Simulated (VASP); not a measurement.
Pt, 2 atoms in the cell. Symmetry: P6_3/mmc, No. 194, hexagonal system. The conventional cell has a = 2.735 Å, b = 2.735 Å, c = 4.756 Å, α = 90.00°, β = 90.00°, γ = 120.00°. Within 3.6 Å of Pt (site symmetry -6m2) lie 12 Pt at 2.74 to 2.85 Å. 

| Quantity | Value |
| --- | --- |
| Program | VASP 6.6.1 |
| Task | single point |
| Functional | r2SCAN |
| Potentials or basis | VASP PAW PBE potentials, release 64 (Pt) |
| Cutoff | 520 eV |
| k mesh | 17 × 17 × 9 |
| Occupations | fermi-dirac, width 0.05 eV |
| Spin | no spin polarisation |
| Dipole correction | no |
| Further INCAR settings | ALGO = Normal; EDIFF = 1e-06; NBANDS = 17 |

Potentials or basis: VASP PAW PBE potentials, release 64 (Pt).

Run with:

```sh
$ cat potpaw_PBE.64/Pt/POTCAR > POTCAR
$ cp INCAR.step1 INCAR
$ mpirun -np 1 vasp_std > vasp.out
$ cp INCAR.step2 INCAR
$ mpirun -np 1 vasp_std > vasp.out
```

Hardware: 1 thread of AMD EPYC 7R13 Processor (Zen 3), on a shared host.

Estimate the wall time of this run.

Run time: 3.8 min on 1 thread of AMD EPYC 7R13 Processor (Zen 3) (shared host), peak memory 0.17 GiB. Counts: k points 165.
